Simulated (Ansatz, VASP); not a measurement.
One calculation of CsO, two programs

```
Cs O
1.0
    -2.16685    3.21868    3.77883
     2.16685   -3.21868    3.77883
     2.16685    3.21868   -3.77883
Cs O
2 2
Direct
  0.25356 0.25356 0.00000
  0.74644 0.74644 0.00000
  0.61134 0.00000 0.61134
  0.38866 0.00000 0.38866
```

Change from the starting cell: shortest bond scaled by 0.95, PAW files.

Alike in both runs: task single point; functional LDA; k mesh 6 × 6 × 6; occupations fermi-dirac, width 0.03 eV; no spin polarisation.

|  | VASP | Ansatz |
| --- | --- | --- |
| version | VASP 6.6.1 | Ansatz 0.2.0 |
| potentials or method | VASP PAW LDA potentials, release 64 (Cs_sv, O) | PAW with Ansatz's default frozen-core files, scalar-relativistic |
| plane-wave cutoff (eV) | 520 | 420 |
| valence electrons in the cell | 30 | 30 |

```csv
,VASP,Ansatz,Ansatz less VASP
gap on the k mesh at the Fermi level (eV),1.35,1.34,-0.016
pressure (GPa),-2.0,-2.4,-0.44
"traceless stress, the component that is largest in VASP (GPa)",1.92,1.51,-0.418
rms of the force components (eV/Å),0.476,0.327,-0.1494
```

LDA's correlation is that of Perdew and Zunger in VASP and of Perdew and Wang (1992) in Ansatz. Atom by atom the forces differ by 0.155 eV/Å (rms over components).

Neither program's run includes spin-orbit coupling.
